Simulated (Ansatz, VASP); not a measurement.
**One calculation of ZrH3, two programs**

File POSCAR:

```
ZrH3
1.0
    3.1731450568      0.0000000000      0.0000000000
    0.0000000000      3.1731450568      0.0000000000
    0.0000000000      0.0000000000      3.1731450568
Zr H
1 3
Direct
    0.0000000000      0.0000000000      0.0000000000
    0.0000000000      0.5000000000      0.5000000000
    0.5000000000      0.0000000000      0.5000000000
    0.5000000000      0.5000000000      0.0000000000
```

The input INCAR.step1:

```
SYSTEM = ZrH3
PREC = Accurate
ENCUT = 520
ISMEAR = 0
SIGMA = 0.1
LREAL = .FALSE.
LASPH = .TRUE.
NELM = 60
NBANDS = 16
GGA = PE
ALGO = Normal
EDIFF = 1E-4
LWAVE = .TRUE.
LCHARG = .FALSE.
```

File INCAR.step2:

```
SYSTEM = ZrH3
PREC = Accurate
ENCUT = 520
EDIFF = 1E-6
ISMEAR = 0
SIGMA = 0.1
LREAL = .FALSE.
LASPH = .TRUE.
NELM = 60
ALGO = Normal
ISIF = 2
LWAVE = .FALSE.
LCHARG = .FALSE.
METAGGA = R2SCAN
LMIXTAU = .TRUE.
NBANDS = 16
ISTART = 1
```

Contents of KPOINTS:

```
regular mesh
0
G
  14 14 14
  0 0 0
```

Input for Ansatz:

```yaml
crystal:
  lattice:
    - [3.1731450568, 0.0, 0.0]
    - [0.0, 3.1731450568, 0.0]
    - [0.0, 0.0, 3.1731450568]
  atoms:
    - { symbol: Zr, position: [0.0, 0.0, 0.0] }
    - { symbol: H, position: [0.0, 0.5, 0.5] }
    - { symbol: H, position: [0.5, 0.0, 0.5] }
    - { symbol: H, position: [0.5, 0.5, 0.0] }
basis:
  ecutwfc: 500
kpoints:
  mp_grid: { grid: [14, 14, 14] }
hamiltonian:
  xc: r2scan
scf:
  occupations: { method: gaussian, width: 0.1 }
output:
  forces: true
  stress: true
  eigenvalues: true
  write_density: true
  write_potential: true
  elf: true
  volumetric_format: npy
```

Alike in both runs: task single point; functional r2SCAN; k mesh 14 × 14 × 14; occupations gaussian, width 0.1 eV; no spin polarisation.

|  | VASP | Ansatz |
| --- | --- | --- |
| version | VASP 6.6.1 | Ansatz 0.2.0 |
| potentials or method | VASP PAW PBE potentials, release 64 (Zr_sv, H), cutoff 520 eV | scalar-relativistic, plane waves, PAW |
| valence electrons in the cell | 15 | 15 |

Ansatz gave:

```
gap on the k mesh at the Fermi level (eV) : none
pressure (GPa)                            : -7.1
```

Problem. What did VASP give for the same quantities?

Solution. gap on the k mesh at the Fermi level (eV): none; pressure (GPa): -7.2.

VASP's potentials were made for PBE, not for r2SCAN. A gap of «none» marks a metal or a gap that the smearing closes. With one functional, cell and mesh, what is left measures potentials, basis and numerics.
